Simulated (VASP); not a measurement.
# MgB12 (F-43m) in VASP: notebook, part 2 of 2

VASP 6.6.1. The steps go on from the part before.

## 5. Relaxation of cell and atoms, PBE

This run uses another cell than the first one, of 11.42 Å³/atom, 1.368 times its volume.

INCAR reads:

```
PREC = Accurate
ENCUT = 600
EDIFF = 1E-6
ISMEAR = 0
SIGMA = 0.1
LREAL = False
LASPH = True
NELM = 80
ALGO = Normal
ISIF = 3
LWAVE = False
LCHARG = False
GGA = PE
IBRION = 2
NSW = 90
EDIFFG = -0.04
```

KPOINTS reads:

```
Automatic mesh
0
Gamma
  4 4 4
```

POSCAR reads:

```
MgB12
1.0
    0.0000000000      4.2030666100      4.2030666100
    4.2030666100      0.0000000000      4.2030666100
    4.2030666100      4.2030666100      0.0000000000
Mg B
1 12
Direct
    0.0000000000      0.0000000000      0.0000000000
    0.4413183900      0.4413183900      0.4413183900
    0.4413183900      0.4413183900      0.6760448400
    0.4413183900      0.6760448400      0.4413183900
    0.6760448400      0.4413183900      0.4413183900
    0.5793365800      0.9206634200      0.9206634200
    0.9206634200      0.5793365800      0.5793365800
    0.9206634200      0.5793365800      0.9206634200
    0.5793365800      0.9206634200      0.5793365800
    0.9206634200      0.9206634200      0.5793365800
    0.5793365800      0.5793365800      0.9206634200
    0.2500000000      0.2500000000      0.2500000000
    0.5000000000      0.5000000000      0.5000000000
```

Potentials or basis: VASP PAW PBE potentials, release 64 (Mg, B).

Command:

```bash
$ cat potpaw_PBE.64/Mg/POTCAR potpaw_PBE.64/B/POTCAR > POTCAR
$ mpirun -np 1 vasp_std > vasp.out
```

OUTCAR:

```text
PREC = Accurate
   ENCUT = 600
   EDIFF = 1E-6
   ISMEAR = 0
   LREAL = False
   LASPH = True
   NELM = 80
   ISIF = 3
   GGA = PE
   IBRION = 2
   NSW = 90
   EDIFFG = -0.04

 ion  position               nearest neighbor table
   1  0.000  0.000  0.000-
   2  0.441  0.441  0.441-  13 0.85   4 1.40   5 1.40   3 1.40
   3  0.441  0.441  0.676-  13 0.85   4 1.40   5 1.40   2 1.40
   4  0.441  0.676  0.441-  13 0.85   3 1.40   5 1.40   2 1.40
   5  0.676  0.441  0.441-  13 0.85   3 1.40   4 1.40   2 1.40
   6  0.579  0.921  0.921-   8 2.03   9 2.03  10 2.03  11 2.03
   7  0.921  0.579  0.579-   8 2.03   9 2.03  10 2.03  11 2.03
   8  0.921  0.579  0.921-   6 2.03   7 2.03  10 2.03  11 2.03
   9  0.579  0.921  0.579-   6 2.03   7 2.03  10 2.03  11 2.03
  10  0.921  0.921  0.579-   6 2.03   7 2.03   8 2.03   9 2.03
  11  0.579  0.579  0.921-   6 2.03   7 2.03   8 2.03   9 2.03
  12  0.250  0.250  0.250-
  13  0.500  0.500  0.500-   2 0.85   3 0.85   4 0.85   5 0.85

 -----------------------------------------------------------------------------
|                                                                             |
|           W    W    AA    RRRRR   N    N  II  N    N   GGGG   !!!           |
|           W    W   A  A   R    R  NN   N  II  NN   N  G    G  !!!           |
|           W    W  A    A  R    R  N N  N  II  N N  N  G       !!!           |
|           W WW W  AAAAAA  RRRRR   N  N N  II  N  N N  G  GGG   !            |
[... 195 lines left out ...]
  ---------------------------------------------------
  free energy    TOTEN  =        29.00363932 eV

  energy without entropy =       29.01333858  energy(sigma->0) =       29.00848895

------------------------ aborting loop because EDIFF is reached ----------------------------------------

  FORCE on cell =-STRESS in cart. coord.  units (eV):
  Direction    XX          YY          ZZ          XY          YZ          ZX
  --------------------------------------------------------------------------------------
  -------------------------------------------------------------------------------------
  Total       97.7685189     97.7685189     97.7685189      0.0000000      0.0000000      0.0000000
  in kB     1054.8259477   1054.8259477   1054.8259477      0.0000000      0.0000000      0.0000000
  external PRESSURE =    1054.8259477 kB  Pullay stress =       0.0000000 kB
[... 842 lines left out ...]
     25       5.1200      0.00000
     26       5.6289      0.00000

[... ionic steps 4 to 23 ...]

--------------------------------------- Ionic step       24  -------------------------------------------

 number of electron      38.0000000 magnetization

------------------------ aborting loop because EDIFF is reached ----------------------------------------
[... 89 lines left out ...]
--------------------------------------- Ionic step       26  -------------------------------------------

 number of electron      38.0000000 magnetization

 Free energy of the ion-electron system (eV)
  ---------------------------------------------------
  ext. energy  EPLUGINS =         0.00000000
  ---------------------------------------------------
  free energy    TOTEN  =       -59.90022785 eV

  energy without entropy =      -59.86724471  energy(sigma->0) =      -59.88373628

 E-fermi :   3.1879     XC(G=0): -10.1270

 val. band max:        3.1646900433   @ k =   0.2500   0.0000   0.0000
 cond. band min:       3.1924107749   @ k =   0.5000   0.2500   0.0000
 fundamental gap:      0.0277207316
 Fermi energy:         3.1879020946
[... 270 lines left out ...]
  FREE ENERGIE OF THE ION-ELECTRON SYSTEM (eV)
  ---------------------------------------------------
  free  energy   TOTEN  =       -59.9002278526 eV

  energy  without entropy=      -59.8672447146  energy(sigma->0) =      -59.88373628

 reached required accuracy - stopping structural energy minimisation
```

Run time: 15 min. Hardware: 1 thread of AMD EPYC 9R45 (Zen 5), shared host; peak memory 0.33 GiB.

What came out:

```yaml
Free_energy: -59.9002 eV
Relaxed_volume: 10.78 Å³/atom
Relaxed_cell: a = 5.831 Å, b = 5.831 Å, c = 5.831 Å, α = 60.00°, β = 60.00°, γ = 60.00°
Space_group_after_relaxing_to_0.05_Å: F-43m (No. 216)
Energy_gained_by_relaxing: 6838.8 meV/atom
Ionic_steps: 26
Pressure_after_relaxing: -0.1 GPa
Largest_force_after_relaxing: 0.018 eV/Å
Band_gap_on_the_k_mesh: zero (band 19 reaches 4.63 eV, above the bottom of band 20 at 2.89 eV)
```

Forces on the atoms (eV/Å):
```
Mg   0.000  0.000  0.000
B    0.010  0.010  0.010
B   -0.010 -0.010  0.010
B   -0.010  0.010 -0.010
B    0.010 -0.010 -0.010
B   -0.013  0.000  0.000
B    0.013  0.000  0.000
B    0.000 -0.013  0.000
B    0.000  0.013  0.000
B    0.000  0.000 -0.013
B    0.000  0.000  0.013
B    0.000  0.000  0.000
B    0.000  0.000  0.000
```

Step by step:
| step | energy change (eV) | largest force (eV/Å) | pressure (GPa) | volume (Å³) |
| --- | --- | --- | --- | --- |
| 1 | 0.0000 | 109.5608 | 105.48 | 148.50 |
| 2 | -40.5789 | 15.9786 | 4.27 | 375.87 |
| 3 | -61.2065 | 3.6982 | -10.55 | 341.48 |
| 4 | -64.2600 | 2.8760 | -13.30 | 331.67 |
| 5 | -45.5414 | 39.9342 | 15.25 | 266.71 |
| 6 | -65.1550 | 2.8820 | -13.90 | 325.28 |
| 7 | -73.1728 | 2.6906 | -16.31 | 295.03 |
| 8 | -72.0557 | 6.0551 | -10.77 | 280.63 |
| 9 | -73.6620 | 2.6956 | -15.51 | 290.64 |
| 10 | -73.6607 | 2.6743 | -14.37 | 287.16 |
| 11 | -82.9691 | 2.7787 | -14.58 | 216.68 |
| 12 | 23.9270 | 112.0587 | 490.17 | 75.84 |
| 13 | -80.5254 | 6.1400 | -12.91 | 206.57 |
| 14 | -84.2717 | 8.8239 | 30.34 | 130.48 |
| 15 | -85.2477 | 7.9140 | -2.79 | 163.87 |
| 16 | -85.8798 | 8.3292 | 5.00 | 151.47 |
| 17 | -87.5604 | 3.9884 | 16.11 | 135.63 |
| 18 | -87.8588 | 2.8533 | 11.29 | 139.99 |
| 19 | -88.7799 | 0.8925 | 0.32 | 145.92 |
| 20 | -88.8234 | 0.4118 | -2.23 | 147.64 |
| 21 | -88.8484 | 0.1935 | -1.73 | 146.43 |
| 22 | -88.8692 | 0.3047 | -0.59 | 143.93 |
| 23 | -88.8877 | 0.2213 | -0.27 | 142.56 |
| 24 | -88.9027 | 0.0846 | 0.45 | 139.89 |
| 25 | -88.9028 | 0.0771 | 0.49 | 139.75 |
| 26 | -88.9039 | 0.0176 | -0.11 | 140.20 |

Final structure:
```xyz
13
Lattice="0.0000 4.1232 4.1232 4.1232 0.0000 4.1232 4.1232 4.1232 0.0000" Properties=species:S:1:pos:R:3 pbc="T T T"
Mg    4.1232    8.2464    4.1232
B     1.1909    1.1909    1.1909
B     2.9324    2.9324    1.1909
B     2.9324    1.1909    2.9324
B     1.1909    2.9324    2.9324
B     7.4732    6.1848    6.1848
B     4.8965    6.1848    6.1848
B     6.1848    7.4732    6.1848
B     6.1848    4.8965    6.1848
B     6.1848    6.1848    7.4732
B     6.1848    6.1848    4.8965
B     2.0616    2.0616    2.0616
B     4.1232    4.1232    4.1232
```

Levels at points of the mesh, in eV from the Fermi level:
| k point | band 16 | band 17 | band 18 | band 19 | band 20 | band 21 | band 22 | band 23 |
| --- | --- | --- | --- | --- | --- | --- | --- | --- |
| (0.00, 0.00, 0.00) | -0.09 | -0.09 | -0.09 | 1.45 | 1.58 | 1.58 | 1.58 | 1.97 |
| (0.50, 0.00, 0.00) | -1.83 | -1.68 | -1.68 | -0.30 | -0.30 | -0.15 | 1.45 | 1.93 |
| (0.50, 0.50, 0.00) | -1.40 | -1.40 | -0.40 | 0.39 | 0.39 | 0.57 | 1.08 | 1.18 |

## 6. Relaxation of cell and atoms, PBE

INCAR reads:

```
SYSTEM = MgB12
PREC     = Accurate       ! precision mode
ENCUT    = 600            ! plane-wave cutoff, eV
EDIFF    = 1E-6           ! SCF threshold, eV
ISMEAR   = 0              ! smearing method
SIGMA    = 0.1            ! smearing width, eV
LREAL    = .FALSE.        ! projectors in reciprocal space
LASPH    = .TRUE.         ! aspherical terms in the spheres
NELM     = 100            ! most SCF steps
ALGO     = Normal         ! electronic algorithm
ISIF     = 3              ! what is computed and relaxed
LWAVE    = .FALSE.        ! write WAVECAR
LCHARG   = .FALSE.        ! write CHGCAR
GGA      = PE             ! functional
IBRION   = 2              ! ionic algorithm
NSW      = 100            ! ionic steps
EDIFFG   = -0.01          ! ionic threshold
```

KPOINTS reads:

```
Automatic mesh
0
G
  8 8 8
  0 0 0
```

POSCAR reads:

```
MgB12
1.0
    0.0000000000      3.7864030450      3.7864030450
    3.7864030450      0.0000000000      3.7864030450
    3.7864030450      3.7864030450      0.0000000000
Mg B
1 12
Direct
    0.0000000000      0.0000000000      0.0000000000
    0.6236646104      0.1290061687      0.6236646104
    0.6236646104      0.6236646104      0.6236646104
    0.1290061687      0.6236646104      0.6236646104
    0.6236646104      0.6236646104      0.1290061687
    0.0790142634      0.4209857366      0.4209857366
    0.4209857366      0.0790142634      0.0790142634
    0.4209857366      0.4209857366      0.0790142634
    0.0790142634      0.0790142634      0.4209857366
    0.0790142634      0.4209857366      0.0790142634
    0.4209857366      0.0790142634      0.4209857366
    0.7500000000      0.7500000000      0.7500000000
    0.5000000000      0.5000000000      0.5000000000
```

Potentials or basis: VASP PAW PBE potentials, release 64 (Mg, B).

Command:

```bash
$ cat potpaw_PBE.64/Mg/POTCAR potpaw_PBE.64/B/POTCAR > POTCAR
$ mpirun -np 1 vasp_std > vasp.out
```

Run time: 4.2 min. Hardware: 1 thread of AMD EPYC 9R45 (Zen 5), shared host; peak memory 0.34 GiB.

The run converged. Its results:

```
Free energy                            : -70.3736 eV
Relaxed volume                         : 8.36 Å³/atom
Relaxed cell                           : a = 5.356 Å, b = 5.356 Å, c = 5.356 Å, α = 60.00°, β = 60.00°, γ = 60.00°
Space group after relaxing (to 0.05 Å) : F-43m (No. 216)
Energy gained by relaxing              : 0.1 meV/atom
Ionic steps                            : 4
Pressure after relaxing                : 0.0 GPa
Largest force after relaxing           : 0.006 eV/Å
Band gap on the k mesh                 : zero (band 19 reaches 7.37 eV, above the bottom of band 20 at 5.58 eV)
```

Forces in eV/Å, atoms in the order of the input:
```
Mg   0.000  0.000  0.000
B    0.001 -0.001  0.001
B   -0.001 -0.001 -0.001
B   -0.001  0.001  0.001
B    0.001  0.001 -0.001
B   -0.006  0.000  0.000
B    0.006  0.000  0.000
B    0.000  0.000 -0.006
B    0.000  0.000  0.006
B    0.000  0.006  0.000
B    0.000 -0.006  0.000
B    0.000  0.000  0.000
B    0.000  0.000  0.000
```

The path:
```tsv
step	energy change (eV)	largest force (eV/Å)	pressure (GPa)	volume (Å³)
1	0.0000	0.1397	0.03	108.57
2	-0.0009	0.0790	0.08	108.59
3	-0.0013	0.0148	0.06	108.59
4	-0.0013	0.0060	0.04	108.63
```

Final structure:
```
CELL_PARAMETERS angstrom
0.00000 3.78714 3.78714
3.78714 0.00000 3.78714
3.78714 3.78714 0.00000
ATOMIC_POSITIONS crystal
Mg 0.00000 0.00000 0.00000
B 0.62400 0.12800 0.62400
B 0.62400 0.62400 0.62400
B 0.12800 0.62400 0.62400
B 0.62400 0.62400 0.12800
B 0.07920 0.42080 0.42080
B 0.42080 0.07920 0.07920
B 0.42080 0.42080 0.07920
B 0.07920 0.07920 0.42080
B 0.07920 0.42080 0.07920
B 0.42080 0.07920 0.42080
B 0.75000 0.75000 0.75000
B 0.50000 0.50000 0.50000
```

Levels at points of the mesh, in eV from the Fermi level:
```tsv
k point	band 15	band 16	band 17	band 18	band 19	band 20	band 21	band 22	band 23	band 24
(0.00, 0.00, 0.00)	-2.31	-0.71	-0.71	-0.71	1.47	1.47	1.47	2.39	2.39	2.39
(0.50, 0.00, 0.00)	-2.84	-2.29	-2.29	-1.23	-0.32	-0.32	1.87	2.06	2.35	2.58
(0.50, 0.50, 0.00)	-3.38	-2.31	-2.31	-1.52	0.27	0.27	0.98	1.33	2.00	2.00
```

## 7. The runs side by side

```tsv
task	cell	k mesh	cutoff (eV)	gap on the mesh (eV)	pressure (GPa)	relaxed volume (Å³/atom)	largest force (eV/Å)
single point	a = 5.355 Å, angles 60.0°, 13 atoms	4 × 4 × 4	520	none	-0.4	-	0.01
single point	a = 5.944 Å, angles 60.0°, 13 atoms	4 × 4 × 4	520	none	105.5	-	109.56
single point	a = 5.358 Å, angles 60.0°, 13 atoms	8 × 8 × 8	520	none	0.0	-	0.01
relaxation of cell and atoms	relaxed from a = 5.944 Å, angles 60.0°, 13 atoms	4 × 4 × 4	600	none	-0.1	10.78	0.02
relaxation of cell and atoms	relaxed from a = 5.355 Å, angles 60.0°, 13 atoms	8 × 8 × 8	600	none	0.0	8.36	0.01
```

Alike in all rows: level PBE; potentials or basis VASP PAW PBE potentials, release 64 (Mg, B); no spin polarisation; smearing gaussian 0.1 eV.

Caveats: forces of over 1 eV/Å act on the atoms, so gaps and moduli don't describe the material at rest (some runs).

Total energies depend on the potentials used, so only differences within one code and one set of settings carry meaning.
